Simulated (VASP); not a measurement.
Set up this calculation in VASP 6.6.1, as the native input.

| Property | Result |
| --- | --- |
| Task | single point |
| Functional | PBEsol |
| Potentials or basis | VASP PAW PBE potentials, release 64 (Hf_pv, N) |
| Cutoff | 600 eV |
| k mesh | 22 × 22 × 22 |
| Occupations | gaussian, width 0.15 eV |
| Spin | no spin polarisation |
| Dipole correction | no |
| Further INCAR settings | ALGO = Normal; EDIFF = 1e-06; NBANDS = 14 |

The structure of HfN lies in POSCAR:

```
HfN
1.0
    0.0000000000      2.2507757579      2.2507757579
    2.2507757579      0.0000000000      2.2507757579
    2.2507757579      2.2507757579      0.0000000000
Hf N
1 1
Direct
    0.0000000000      0.0000000000      0.0000000000
    0.5000000000      0.5000000000      0.5000000000
```

These files were run (other wordings do the same):

INCAR

```
SYSTEM = HfN
PREC = Accurate
ENCUT = 600
EDIFF = 1E-6
ISMEAR = 0
SIGMA = 0.15
LREAL = .FALSE.
LASPH = .TRUE.
NELM = 120
ALGO = Normal
ISIF = 2
LWAVE = .FALSE.
LCHARG = .FALSE.
GGA = PS
NBANDS = 14
GGA_COMPAT = .FALSE.
```

KPOINTS

```
Automatic mesh
0
G
  22 22 22
  0 0 0
```

Potentials or basis: VASP PAW PBE potentials, release 64 (Hf_pv, N).

Launch:

```sh
$ cat potpaw_PBE.64/Hf_pv/POTCAR potpaw_PBE.64/N/POTCAR > POTCAR
$ mpirun -np 1 vasp_std > vasp.out
```

Results of the run:

* Pressure: -2.3 GPa

Caveat: the PAW data sets were made with another functional, which shifts forces and pressure a little.

It took 54 s on 1 thread of Intel(R) Xeon(R) 6975P-C (Granite Rapids), with other jobs on the host, peak memory 0.27 GiB.
